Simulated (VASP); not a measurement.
The system is CdSiN2.

```xyz
4
Lattice="3.0630 0.0000 0.0000 0.0000 3.0630 0.0000 0.0000 0.0000 5.1382" Properties=species:S:1:pos:R:3 pbc="T T T"
Cd    0.0000    0.0000    0.0000
N     0.0000    1.5315    1.6432
N     1.5315    0.0000    3.4949
Si    1.5315    1.5315    2.5691
```

Base run:

| Item | Value |
| --- | --- |
| Program | VASP 6.6.1 |
| Functional | PBE |
| Potentials or basis | VASP PAW PBE potentials, release 64 (Cd, N, Si) |
| Cutoff | 520 eV |
| k mesh | 8 × 8 × 6 |
| Occupations | fermi-dirac, width 0.02 eV |
| Spin | no spin polarisation |

Its results: band gap on the k mesh 1.05 eV, indirect (least direct gap 1.09 eV); pressure 0.7 GPa; largest force 0.106 eV/Å.

Question: The run is repeated on the same cell with these changes: potentials or basis from VASP PAW PBE potentials, release 64 (Cd, N, Si) to VASP PAW PBE potentials, release 64 (Cd_sv_GW, N, Si); cutoff from 520 eV to 600 eV; further incar settings from ALGO = Normal; EDIFF = 1e-07; NBANDS = 21 to ALGO = Normal; EDIFF = 1e-06; NBANDS = 25; valence electrons from 26 to 34. What comes out?

Answer: Band gap on the k mesh 1.03 eV, indirect (least direct gap 1.07 eV); pressure -0.5 GPa; largest force 0.014 eV/Å.

A k mesh can miss the band edges.
